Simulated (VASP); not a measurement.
Crystal: AlAs.

```
Al As
1.0
     0.00000    2.83040    2.83040
     2.83040    0.00000    2.83040
     2.83040    2.83040    0.00000
Al As
1 1
Direct
  0.00000 0.00000 0.00000
  0.25000 0.25000 0.25000
```

Base run:

* Program: VASP 6.6.1
* Functional: r2SCAN
* Potentials or basis: VASP PAW PBE potentials, release 64 (Al, As)
* Cutoff: 550 eV
* k mesh: 6 × 6 × 6
* Occupations: gaussian, width 0.01 eV
* Spin: no spin polarisation

Its results: band gap on the k mesh 1.79 eV, indirect (least direct gap 2.71 eV); pressure 0.7 GPa.

Question: After a change of settings the same cell gave: band gap on the k mesh 1.31 eV, indirect (least direct gap 1.98 eV); pressure 0.8 GPa. Which change was it?
A. functional from r2SCAN to PBEsol; cutoff from 550 eV to 500 eV
B. functional from r2SCAN to RPBE; cutoff from 550 eV to 500 eV
C. functional from r2SCAN to LDA; potentials or basis from VASP PAW PBE potentials, release 64 (Al, As) to VASP PAW LDA potentials, release 64 (Al, As); cutoff from 550 eV to 500 eV

Answer: A.

r2SCAN gives the wider gap, since meta-GGAs in the generalised Kohn-Sham scheme recover part of the derivative discontinuity.

Caveats: the PAW data sets were made with another functional, which shifts forces and pressure a little.
